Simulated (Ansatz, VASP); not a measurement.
**Two plane-wave programs on MoS2**

The input INCAR:

```
PREC = Accurate ; ENCUT = 520
EDIFF = 1E-7 ; ISMEAR = 0
SIGMA = 0.05 ; LREAL = False
LASPH = True ; NELM = 60
ALGO = Normal ; ISIF = 2
LWAVE = False ; LCHARG = False
GGA = PE ; IVDW = 12
NBANDS = 35
```

File KPOINTS:

```
regular mesh
0
Gamma
  12 12 4
```

File POSCAR:

```
MoS2
1.0
    3.1808000000      0.0000000000      0.0000000000
   -1.5904000000      2.7546536043      0.0000000000
    0.0000000000      0.0000000000     12.5312000000
Mo S
2 4
Direct
    0.6666666667      0.3333333333      0.2501439769
    0.3333333333      0.6666666667      0.7498560231
    0.3333333333      0.6666666667      0.3795985159
    0.6666666667      0.3333333333      0.8793132861
    0.3333333333      0.6666666667      0.1206867139
    0.6666666667      0.3333333333      0.6204014841
```

Input for Ansatz:

```yaml
crystal:
  lattice:
    - [3.1808, 0.0, 0.0]
    - [-1.5904, 2.7546536043, 0.0]
    - [0.0, 0.0, 12.5312]
  atoms:
    - { symbol: Mo, position: [0.6666666667, 0.3333333333, 0.2501439769] }
    - { symbol: Mo, position: [0.3333333333, 0.6666666667, 0.7498560231] }
    - { symbol: S, position: [0.3333333333, 0.6666666667, 0.3795985159] }
    - { symbol: S, position: [0.6666666667, 0.3333333333, 0.8793132861] }
    - { symbol: S, position: [0.3333333333, 0.6666666667, 0.1206867139] }
    - { symbol: S, position: [0.6666666667, 0.3333333333, 0.6204014841] }
basis:
  ecutwfc: 420
kpoints:
  mp_grid: { grid: [12, 12, 4] }
hamiltonian:
  xc: pbe
  pseudopotentials: { kind: paw, azcp: { folder: soft_1 } }
  dispersion: d3bj
scf:
  occupations: { method: gaussian, width: 0.05 }
output:
  forces: true
  stress: true
  eigenvalues: true
```

Alike in both runs: task single point; functional PBE; dispersion D3(BJ); k mesh 12 × 12 × 4; occupations gaussian, width 0.05 eV; no spin polarisation.

|  | VASP | Ansatz |
| --- | --- | --- |
| version | VASP 6.6.1 | Ansatz 0.2.0 |
| potentials or method | VASP PAW PBE potentials, release 64 (Mo_sv, S), cutoff 520 eV | scalar-relativistic, plane waves, PAW |
| valence electrons in the cell | 52 | 52 |

Ansatz gave:

* gap on the k mesh at the Fermi level (eV): 0.92
* least direct gap on the mesh (eV): 1.70
* pressure (GPa): -7.9
* traceless stress, the component that is largest in VASP (GPa): -3.62
* rms of the force components (eV/Å): 0.520

What did VASP give for the same quantities?

gap on the k mesh at the Fermi level (eV): 0.93; least direct gap on the mesh (eV): 1.70; pressure (GPa): -8.0; traceless stress, the component that is largest in VASP (GPa): -3.64; rms of the force components (eV/Å): 0.525.

Atom by atom the forces differ by 0.004 eV/Å (rms over components).
